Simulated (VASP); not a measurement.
Runs of VASP 6.6.1 on Mo. The structure is that of space group P6_3/mmc (No. 194), or close to it. The cells are those of the table. 

| task | cell | cutoff (eV) | gap on the mesh (eV) | pressure (GPa) |
| --- | --- | --- | --- | --- |
| single point | a = 2.762, b = 2.762, c = 4.906 Å, angles 90.0, 90.0, 120.0°, 2 atoms | 520 | none | (a) |
| relaxation of cell and atoms | relaxed to -1.3 GPa from a = 2.762, b = 2.762, c = 4.905 Å, angles 90.0, 90.0, 120.0°, 2 atoms | 600 | none | -1.3 |
| single point | a = 2.762, b = 2.762, c = 4.905 Å, angles 90.0, 90.0, 120.0°, 2 atoms | 520 | none | -0.8 |
| relaxation of cell and atoms | relaxed to -1.3 GPa from a = 2.829, b = 2.829, c = 4.582 Å, angles 90.0, 90.0, 120.0°, 2 atoms | 600 | none | -1.3 |

Alike in all rows: level PBE; potentials or basis VASP PAW PBE potentials, release 64 (Mo_sv); no spin polarisation; k mesh 16 × 16 × 9; smearing fermi-dirac 0.08 eV.

Problem. Fill in the values left out.

Solution. (a) -0.9.

Caveats: the cell is relaxed towards a set pressure, so the enthalpy falls and the energy may rise (some runs).

A k mesh can miss the band edges, and the runs leave out spin-orbit coupling on Mo.

A gap of «none» marks levels without a gap at the run's occupations.
